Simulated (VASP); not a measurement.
A run of VASP 6.6.1 is set up as follows.

INCAR

```
SYSTEM = Cd
  PREC = Accurate
  ENCUT = 520
  EDIFF = 1E-6
  ISMEAR = 0
  SIGMA = 0.15
  LREAL = .False.
  LASPH = .True.
  NELM = 60
  ALGO = Fast
  ISIF = 2
  LWAVE = .False.
  LCHARG = .False.
  GGA = PS
  NBANDS = 19
```

The input KPOINTS:

```
regular mesh
0
Gamma
  18 18 8
  0 0 0
```

The input POSCAR:

```
Cd
1.0
    2.9788725081      0.0000000000      0.0000000000
   -1.4894362540      2.5797792666      0.0000000000
    0.0000000000      0.0000000000      5.3367675000
Cd
2
Direct
    0.3333333333      0.6666666667      0.2500000000
    0.6666666667      0.3333333333      0.7500000000
```

Potentials or basis: VASP PAW PBE potentials, release 64 (Cd).

Launch:

```sh
$ cat potpaw_PBE.64/Cd/POTCAR > POTCAR
$ mpirun -np 1 vasp_std > vasp.out
```

**Question.** What does it give for the pressure?

**Answer.** 1.4 GPa.

**Question.** What does it give for the band gap on the k mesh?

**Answer.** Zero (bands 12 and 13 overlap by 3.74 eV).

Stress tensor (GPa, compression positive):
```
1.04 0.00 0.00
0.00 1.04 0.00
0.00 0.00 2.16
```

Caveat: the cell differs from its parent crystal (strain +0.000 along x and y, -0.050 along z); the PAW data sets were made with another functional, which shifts forces and pressure a little.
